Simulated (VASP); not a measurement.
Wanted: the native input for a VASP 6.6.1 run.

- Task: single point
- Functional: PBE
- Potentials or basis: VASP PAW PBE potentials, release 64 (Ag)
- Cutoff: 520 eV
- k mesh: 11 × 11 × 11
- Occupations: gaussian, width 0.02 eV
- Spin: no spin polarisation
- Dipole correction: no
- Further INCAR settings: ALGO = Normal; EDIFF = 1e-07; NBANDS = 12

The structure of Ag lies in POSCAR:

```
Ag
1.0
   -1.6556540000      1.6556540000      1.6556540000
    1.6556540000     -1.6556540000      1.6556540000
    1.6556540000      1.6556540000     -1.6556540000
Ag
1
Direct
    0.0000000000      0.0000000000      0.0000000000
```

One way to write it, as run:

INCAR

```
ALGO = Normal
EDIFF = 1E-7
ENCUT = 520
GGA = PE
ISIF = 2
ISMEAR = 0
LASPH = True
LCHARG = False
LREAL = False
LWAVE = False
NBANDS = 12
NELM = 60
PREC = Accurate
SIGMA = 0.02
```

KPOINTS

```
k-points
0
Gamma
  11 11 11
```

Potentials or basis: VASP PAW PBE potentials, release 64 (Ag).

The run is started by

```sh
$ cat potpaw_PBE.64/Ag/POTCAR > POTCAR
$ mpirun -np 1 vasp_std > vasp.out
```

It gave:

The pressure is -0.9 GPa.

Wall time 8.5 s on 1 thread of Intel(R) Xeon(R) Platinum 8259CL CPU @ 2.50GHz (Skylake/Cascade Lake) (shared host), peak memory 0.14 GiB.
